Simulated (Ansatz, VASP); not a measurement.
# Two plane-wave programs on ZnCu

The input INCAR:

```
SYSTEM = ZnCu
ALGO = Normal ; EDIFF = 1E-6
ENCUT = 600 ; GGA = PE
GGA_COMPAT = .FALSE. ; ISIF = 2
ISMEAR = 1 ; LASPH = .TRUE.
LCHARG = .TRUE. ; LELF = .TRUE.
LREAL = .FALSE. ; LVHAR = .TRUE.
LWAVE = .FALSE. ; NBANDS = 18
NELM = 120 ; PREC = Accurate
SIGMA = 0.1
```

KPOINTS

```
k-points
0
G
  9 9 9
  0 0 0
```

POSCAR

```
ZnCu
1.0
    2.9450000000      0.0000000000      0.0000000000
    0.0000000000      2.9450000000      0.0000000000
    0.0000000000      0.0000000000      2.9450000000
Zn Cu
1 1
Direct
    0.5000000000      0.5000000000      0.5000000000
    0.0000000000      0.0000000000      0.0000000000
```

Input for Ansatz:

```yaml
crystal:
  lattice:
    bravais: cubic
    a: 2.945
  space_group: 221
  atoms:
    - { symbol: Zn, position: [0.5, 0.5, 0.5] }
    - { symbol: Cu, position: [0.0, 0.0, 0.0] }
kpoints:
  mp_grid:
    grid: [9, 9, 9]
hamiltonian:
  xc: pbe
scf:
  occupations:
    method: cold
    width: 0.1
output:
  stress: true
```

Alike in both runs: task single point; functional PBE; k mesh 9 × 9 × 9; no spin polarisation.

|  | VASP | Ansatz |
| --- | --- | --- |
| version | VASP 6.6.1 | Ansatz 0.2.0 |
| potentials or method | VASP PAW PBE potentials, release 64 (Zn, Cu) | plane waves, PAW |
| plane-wave cutoff (eV) | 600 | 420 |
| occupations | methfessel-paxton of order 1, width 0.1 eV | cold, width 0.1 eV |
| valence electrons in the cell | 23 | 31 |

VASP gave:

```
pressure (GPa) : 3.0
```

Problem. Which values does Ansatz return?

Solution. Pressure (GPa): 2.6.

VASP's potentials hold 23 valence electrons a cell and Ansatz's 31, so a difference there can come from the potentials and not from the codes.
